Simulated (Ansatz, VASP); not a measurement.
BaO: VASP beside Ansatz

File INCAR:

```
SYSTEM = BaO
PREC = Accurate ; ENCUT = 1340
EDIFF = 1E-7 ; ISMEAR = 0
SIGMA = 0.02 ; LREAL = .False.
LASPH = .True. ; NELM = 120
ALGO = Normal ; ISIF = 3
LWAVE = .False. ; LCHARG = .False.
GGA = PE ; IBRION = 2
NSW = 80 ; EDIFFG = -0.01
GGA_COMPAT = .False. ; NELMIN = 4
```

File KPOINTS:

```
regular mesh
0
Gamma
  8 8 8
  0 0 0
```

The input POSCAR:

```
BaO
1.0
    0.0000000000      2.7870094962      2.7870094962
    2.7870094962      0.0000000000      2.7870094962
    2.7870094962      2.7870094962      0.0000000000
Ba O
1 1
Direct
    0.0000000000      0.0000000000      0.0000000000
    0.5000000000      0.5000000000      0.5000000000
```

Input for Ansatz:

```yaml
crystal:
  lattice:
    - [0.0, 2.7870094962, 2.7870094962]
    - [2.7870094962, 0.0, 2.7870094962]
    - [2.7870094962, 2.7870094962, 0.0]
  atoms:
    - { symbol: Ba, position: [0.0, 0.0, 0.0] }
    - { symbol: O, position: [0.5, 0.5, 0.5] }
basis:
  ecutwfc: 420
kpoints:
  mp_grid: { grid: [8, 8, 8] }
hamiltonian:
  xc: pbe
scf:
  occupations: { method: gaussian, width: 0.02 }
output:
  forces: true
  stress: true
  eigenvalues: true
relax:
  adjacent_minimum: "off"
  f_tol: 0.01
  max_steps: 60
  cell: { stress_tol: 0.1 }
```

Alike in both runs: task relaxation of cell and atoms; functional PBE; k mesh 8 × 8 × 8; occupations gaussian, width 0.02 eV; no spin polarisation.

```csv
,VASP,Ansatz
version,VASP 6.6.1,Ansatz 0.2.0
potentials or method,"VASP PAW PBE potentials, release 64 (Ba_sv, O_h), cutoff 1340 eV","scalar-relativistic, plane waves, PAW"
valence electrons in the cell,16,16
```

```tsv
	VASP	Ansatz	Ansatz less VASP
gap on the k mesh at the Fermi level, each at its own relaxed structure (eV)	2.10	2.10	-0.001
relaxed volume (Å³/atom)	22.10	21.65	-0.452
relaxed length of the cell vector where the two differ most in proportion (Å)	3.969	3.941	-0.0272
```

Neither program's run includes spin-orbit coupling.
